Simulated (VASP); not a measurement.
# ZnS: electric field gradients with PBE

Crystal: ZnS.

```
CELL_PARAMETERS angstrom
0.00000 2.68650 2.68650
2.68650 0.00000 2.68650
2.68650 2.68650 0.00000
ATOMIC_POSITIONS crystal
Zn 0.00000 0.00000 0.00000
S 0.75000 0.75000 0.75000
```

This cell differs from its parent crystal: volume scaled by 0.98.

- Program: VASP 6.6.1
- Task: electric field gradients
- Functional: PBE
- Potentials or basis: VASP PAW PBE potentials, release 64 (Zn, S)
- Cutoff: 520 eV
- k mesh: 9 × 9 × 9
- Occupations: fermi-dirac, width 0.01 eV
- Spin: no spin polarisation
- Dipole correction: no
- Further INCAR settings: ALGO = Normal; EDIFF = 1e-08; NBANDS = 16

* Pressure: 3.1 GPa
* Band gap on the k mesh: 2.19 eV, direct

Levels at points of the mesh, in eV from the valence-band top:
| k point | band 5 | band 6 | band 7 | band 8 | band 9 | band 10 | band 11 | band 12 | band 13 | band 14 |
| --- | --- | --- | --- | --- | --- | --- | --- | --- | --- | --- |
| (0.00, 0.00, 0.00) | -5.89 | -5.89 | 0.00 | 0.00 | 0.00 | 2.19 | 6.38 | 6.38 | 6.38 | 11.78 |

Wall time 14 s on 1 thread of Intel Xeon 6975P-C, with other jobs on the host, peak memory 0.16 GiB.

Caveat: without QUAD_EFG the Cq values of the log hold for a quadrupole moment of 1 mb, not for the nuclei.
